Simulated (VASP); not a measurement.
# B19N17 (a cell with a defect) (B_N) in VASP: further runs, part 2 of 2

VASP 6.6.1. Earlier steps stand in the parts before.

### Step 4. Single point, PBE, collinear spin

INCAR

```
SYSTEM = B19N17
  PREC = Accurate
  ENCUT = 520
  EDIFF = 1E-6
  ISMEAR = 0
  SIGMA = 0.01
  LREAL = Auto
  LASPH = .TRUE.
  NELM = 200
  ALGO = Normal
  ISIF = 2
  LWAVE = .FALSE.
  LCHARG = .TRUE.
  ISPIN = 2
  MAGMOM = 0.01 0 0 0 0 0 0.02 0 0.02 0 0.1 0 0 0 0 0.02 0 0.01 0 0.01 0.01 0 0 0 0 0.01 0 0.01 0 0 0 0 0.01 0 0.01 0.01
  LORBIT = 11
  NUPDOWN = 1.0
  GGA = PE
  LELF = .TRUE.
  LVHAR = .TRUE.
  NELECT = 143.0
  NBANDS = 99
  GGA_COMPAT = .FALSE.
```

KPOINTS

```
Automatic mesh
0
Gamma
  1 1 1
  0.25 0.25 0.25
```

POSCAR

```
B19N17
1.0
    7.4650312809      0.0000000000      0.0000000000
   -3.7325156404      6.4649067293      0.0000000000
    0.0000000000      0.0000000000      6.4954828800
B N
19 17
Direct
    0.1115198850      0.2230577731      0.2500088919
    0.2229434822      0.1110044927      0.7500220598
    0.1108596039      0.5560493132      0.2499659085
    0.2229507168      0.4444000297      0.7497919990
    0.1108887634      0.8891112366      0.2500000000
    0.2225247170      0.7774752830      0.7500000000
    0.4381307860      0.2098834697      0.2501453111
    0.5556406068      0.1109959017      0.7498587524
    0.4375854110      0.5624145890      0.2500000000
    0.5558481929      0.4441518071      0.7500000000
    0.5548456590      0.4451543410      0.2500000000
    0.4439506868      0.8891403961      0.2500340915
    0.5555999703      0.7770492832      0.7502080010
    0.7772184191      0.2227815809      0.2500000000
    0.8891829295      0.1108170705      0.7500000000
    0.7901165303      0.5618692140      0.2498546889
    0.8890040983      0.4443593932      0.7501412476
    0.7769422269      0.8884801150      0.2499911081
    0.8889955073      0.7770565178      0.7499779402
    0.1117833900      0.2215371330      0.7499722086
    0.2169462512      0.1065511129      0.2498088798
    0.1118054012      0.5549027580      0.7499237459
    0.2167080946      0.4457600581      0.2501256517
    0.1117935765      0.8882064235      0.7500000000
    0.2216042658      0.7783957342      0.2500000000
    0.4449311661      0.2211805710      0.7498991338
    0.5543164956      0.1062879124      0.2502629429
    0.4449406146      0.5550593854      0.7500000000
    0.4450972420      0.8881945988      0.7500762541
    0.5542399419      0.7832919054      0.2498743483
    0.7784483656      0.2215516344      0.7500000000
    0.8881937317      0.1118062683      0.2500000000
    0.7788194290      0.5550688339      0.7501008662
    0.8937120876      0.4456835044      0.2497370571
    0.7784628670      0.8882166100      0.7500277914
    0.8934488871      0.7830537488      0.2501911202
```

Potentials or basis: VASP PAW PBE potentials, release 64 (B, N).

On the command line:

```bash
cat potpaw_PBE.64/B/POTCAR potpaw_PBE.64/N/POTCAR > POTCAR
mpirun -np 1 vasp_std > vasp.out
```

OUTCAR:

```text
SYSTEM = B19N17
   PREC = Accurate
   ENCUT = 520
   EDIFF = 1E-6
   ISMEAR = 0
   LREAL = Auto
   LASPH = .TRUE.
   NELM = 200
   ISIF = 2
   ISPIN = 2
   LORBIT = 11
   NUPDOWN = 1.0
   GGA = PE
   NELECT = 143.0

 ion  position               nearest neighbor table
   1  0.112  0.223  0.250-  21 1.44  23 1.44  32 1.44
   2  0.223  0.111  0.750-  20 1.43  26 1.44  24 1.44
   3  0.111  0.556  0.250-  23 1.40  34 1.40  25 1.44
   4  0.223  0.444  0.750-  22 1.43  28 1.44  20 1.44
   5  0.111  0.889  0.250-  21 1.41  36 1.41  25 1.43
   6  0.223  0.777  0.750-  24 1.43  22 1.44  29 1.44
[... 28 lines left out ...]
  35  0.778  0.888  0.750-  19 1.43  15 1.44  13 1.44
  36  0.893  0.783  0.250-   5 1.41  16 1.43  18 1.44

  LATTYP: Found a hexagonal cell.
 ALAT       =     7.4650312809
 C/A-ratio  =     0.8701213211

  Lattice vectors:

 A1 = (   7.4650312809,   0.0000000000,   0.0000000000)
 A2 = (  -3.7325156404,   6.4649067293,   0.0000000000)
 A3 = (   0.0000000000,   0.0000000000,   6.4954828800)

Analysis of symmetry for initial positions (statically):
=====================================================================
 Subroutine PRICEL returns:
 Original cell was already a primitive cell.

 Routine SETGRP: Setting up the symmetry group for a
 hexagonal supercell.

 Subroutine GETGRP returns: Found  2 space group operations
 (whereof  1 operations were pure point group operations)
 out of a pool of 24 trial point group operations.

The static configuration has the point symmetry C_1 .
 The point group associated with its full space group is C_2 .

Analysis of symmetry for dynamics (positions and initial velocities):
=====================================================================
 Subroutine PRICEL returns:
 Original cell was already a primitive cell.

 Routine SETGRP: Setting up the symmetry group for a
 hexagonal supercell.

 Subroutine GETGRP returns: Found  2 space group operations
 (whereof  1 operations were pure point group operations)
 out of a pool of 24 trial point group operations.

The dynamic configuration has the point symmetry C_1 .
 The point group associated with its full space group is C_2 .

Analysis of structural, dynamic, and magnetic symmetry:
=====================================================================
 Subroutine PRICEL returns:
 Original cell was already a primitive cell.

 Routine SETGRP: Setting up the symmetry group for a
 hexagonal supercell.

 Subroutine GETGRP returns: Found  2 space group operations
 (whereof  1 operations were pure point group operations)
 out of a pool of 24 trial point group operations.

The overall configuration has the point symmetry C_1 .
 The point group associated with its full space group is C_2 .

 Subroutine INISYM returns: Found  2 space group operations
 (whereof  1 operations are pure point group operations),
 and found     1 'primitive' translations

----------------------------------------------------------------------------------------

                                     Primitive cell

  volume of cell :     313.4768

  direct lattice vectors                    reciprocal lattice vectors
[... 144 lines left out ...]
   PSTRESS=    0.0 pullay stress
   NELECT =     143.0000    total number of electrons
   NUPDOWN=       1.0000    fix difference up-down
   EMIN   =  10.00;   EMAX   =-10.00  energy-range for DOS
   EFERMI =   0.00;   METHOD = LEGACY
   ISMEAR =     0;   SIGMA  =   0.01  broadening in eV -4-tet -1-fermi 0-gaus
   EFERMI_NEDOS =   21; number of points for ismear=-14 and -15
   IALGO  =     38    algorithm
   IMIX   =      4    mixing-type and parameters
     AMIX     =   0.40;   BMIX     =  1.00
     AMIX_MAG =   1.60;   BMIX_MAG =  1.00
  volume/ion in A,a.u.               =       8.71        58.76
  Fermi-wavevector in a.u.,A,eV,Ry     =   1.260236  2.381500 21.608687  1.588194
  Thomas-Fermi vector in A             =   2.393755
   LORBIT       =     11    0 simple, 1 ext, 2 COOP (PROOUT), +10 PAW based schemes
   GGA     = PE    functional components
   LHFCALC =     F    Hartree Fock is set to
   AEXX    =    0.0000 exact exchange contribution
   IVDW    =     0    specifies the selected vdW correction
   LEPSILON=     F    determine dielectric tensor
   LRPA    =     F    only Hartree local field effects (RPA)
 spin polarized calculation
 Gauss-broadening in eV      SIGMA  =   0.01
  energy-cutoff  :      520.00
  volume of cell :      313.48
 maximum number of plane-waves:      8452
   NGX = 27   NGY = 27   NGZ = 25

 number of electron     143.0000003 magnetization       0.9999834

 Free energy of the ion-electron system (eV)
  ---------------------------------------------------
  ext. energy  EPLUGINS =         0.00000000
  ---------------------------------------------------
  free energy    TOTEN  =      -302.60631103 eV

  energy without entropy =     -302.60631103  energy(sigma->0) =     -302.60631103

 E-fermi :   4.1748     XC(G=0): -10.3018

 val. band max:        4.7186821119   @ k =  -0.2500   0.5000   0.2500
 cond. band min:       5.4788473961   @ k =   0.2500   0.2500   0.2500
 fundamental gap:      0.7601652842
 Fermi energy:         4.7903404981

 spin component 1

 k-point     1 :       0.2500    0.2500    0.2500
  band No.  band energies     occupation
      1     -15.4006      1.00000
      2     -14.9017      1.00000
      3     -14.8564      1.00000
      4     -14.5344      1.00000
      5     -14.1468      1.00000
      6     -13.5606      1.00000
[... 333 lines left out ...]
     82       8.9689      0.00000
     83       9.2233      0.00000
 Fermi energy:         4.1747759942

 spin component 2

 k-point     1 :       0.2500    0.2500    0.2500
  band No.  band energies     occupation
      1     -15.3938      1.00000
      2     -14.8965      1.00000
      3     -14.8468      1.00000
      4     -14.5194      1.00000
      5     -14.1324      1.00000
      6     -13.5424      1.00000
[... 333 lines left out ...]
     82       9.0809      0.00000
     83       9.2534      0.00000
 [bands above 83 left out]

------------------------ aborting loop because EDIFF is reached ----------------------------------------

  FORCE on cell =-STRESS in cart. coord.  units (eV):
  Direction    XX          YY          ZZ          XY          YZ          ZX
  --------------------------------------------------------------------------------------
  -------------------------------------------------------------------------------------
  Total       51.1419690     49.7557578     15.0379886     -1.2004941     -0.0010359     -0.0006002
  in kB      261.3862207    254.3013055     76.8590470     -6.1357165     -0.0052945     -0.0030675
  external PRESSURE =     197.5155244 kB  Pullay stress =       0.0000000 kB

 VOLUME and BASIS-vectors are now :
 -----------------------------------------------------------------------------
  energy-cutoff  :      520.00
  volume of cell :      313.48
      direct lattice vectors                 reciprocal lattice vectors
     7.465031281  0.000000000  0.000000000     0.133957912  0.077340636  0.000000000
    -3.732515640  6.464906729  0.000000000     0.000000000  0.154681273  0.000000000
     0.000000000  0.000000000  6.495482880     0.000000000  0.000000000  0.153953142

 POSITION                                       TOTAL-FORCE (eV/Angst)
 -----------------------------------------------------------------------------------
     -0.00007      1.44205      1.62393        -0.140144      0.040575     -0.003381
      1.24995      0.71763      4.87176         0.180265     -0.107119     -0.004108
     -1.24789      3.59481      1.62365        -0.199719      0.128109     -0.001015
      0.00560      2.87300      4.87026         0.184799     -0.113488      0.012830
     -2.49083      5.74802      1.62387        -0.207556      0.119833      0.000000
     -1.24078      5.02631      4.87161         0.178118     -0.102836      0.000000
[... 28 lines left out ...]
      2.49597      5.74224      4.87179        -0.190723      0.102709      0.003350
      3.74686      5.06237      1.62511         0.206123     -0.075760     -0.006858
 -----------------------------------------------------------------------------------
    total drift:                               -0.007669      0.004428      0.000000

  FREE ENERGIE OF THE ION-ELECTRON SYSTEM (eV)
  ---------------------------------------------------
  free  energy   TOTEN  =      -302.6063110254 eV

  energy  without entropy=     -302.6063110254  energy(sigma->0) =     -302.60631103

 total charge

# of ion       s       p       d       tot
------------------------------------------
    1        0.759   1.447   0.000   2.206
    2        0.758   1.455   0.000   2.213
    3        0.786   1.540   0.000   2.327
    4        0.758   1.455   0.000   2.213
    5        0.785   1.535   0.000   2.319
    6        0.759   1.456   0.000   2.215
[... 28 lines left out ...]
   35        1.231   2.816   0.000   4.047
   36        1.242   2.825   0.000   4.067
--------------------------------------------------
tot         35.696  76.119   0.000 111.815

 magnetization (x)

# of ion       s       p       d       tot
------------------------------------------
    1        0.001   0.021   0.000   0.022
    2       -0.000   0.000   0.000   0.000
    3       -0.000   0.003   0.000   0.003
    4       -0.000   0.000   0.000   0.000
    5       -0.000   0.003   0.000   0.003
    6        0.000   0.000   0.000   0.000
[... 28 lines left out ...]
   35        0.000   0.005   0.000   0.005
   36       -0.000   0.006   0.000   0.006
--------------------------------------------------
tot          0.013   0.450   0.000   0.463
```

Run time: 5.7 min. Hardware: 1 thread of Intel Xeon 6975P-C (Granite Rapids), shared host; peak memory 0.58 GiB.

Results:

* Free energy: -302.6063 eV
* Largest force: 0.279 eV/Å
* Net moment: 1.00 μB per cell
* Site moments: B +0.02, +0.00, +0.04, -0.00, +0.19; N +0.01, +0.00, -0.00, -0.01 μB
* Valence electrons inside the program's atomic spheres: B 2.21, 2.33, 2.32, 2.30, 2.19, 2.45; N 4.05, 4.07, 4.06, 4.04

Forces on the atoms (eV/Å):
```
B   -0.140  0.041 -0.003
B    0.180 -0.107 -0.004
B   -0.200  0.128 -0.001
B    0.185 -0.113  0.013
B   -0.208  0.120  0.000
B    0.178 -0.103  0.000
B   -0.261  0.099 -0.003
B    0.174 -0.107  0.010
B   -0.126  0.073  0.000
B    0.185 -0.107  0.000
B    0.167 -0.097  0.000
B   -0.211  0.109  0.001
B    0.191 -0.103 -0.013
B   -0.189  0.109  0.000
B    0.187 -0.108  0.000
B   -0.216  0.176  0.003
B    0.180 -0.097 -0.010
B   -0.105  0.101  0.003
B    0.183 -0.103  0.004
N   -0.184  0.114 -0.003
N    0.169 -0.141  0.007
N   -0.185  0.104  0.002
N    0.210 -0.099 -0.001
N   -0.181  0.104  0.000
N    0.142 -0.082  0.000
N   -0.177  0.109  0.001
N    0.196 -0.082 -0.003
N   -0.187  0.108  0.000
N   -0.183  0.109 -0.002
N    0.191 -0.132  0.001
N   -0.179  0.103  0.000
N    0.212 -0.123  0.000
N   -0.182  0.099 -0.001
N    0.169 -0.129  0.003
N   -0.191  0.103  0.003
N    0.206 -0.076 -0.007
```

Caveat: the k points lie up to 0.97 Å⁻¹ apart; the cell carries a net charge on a neutralising background, which shifts energy and pressure; the cell is charged against a uniform background, so pressure and absolute levels hang on convention; the total moment is fixed, so each spin has its own Fermi level.
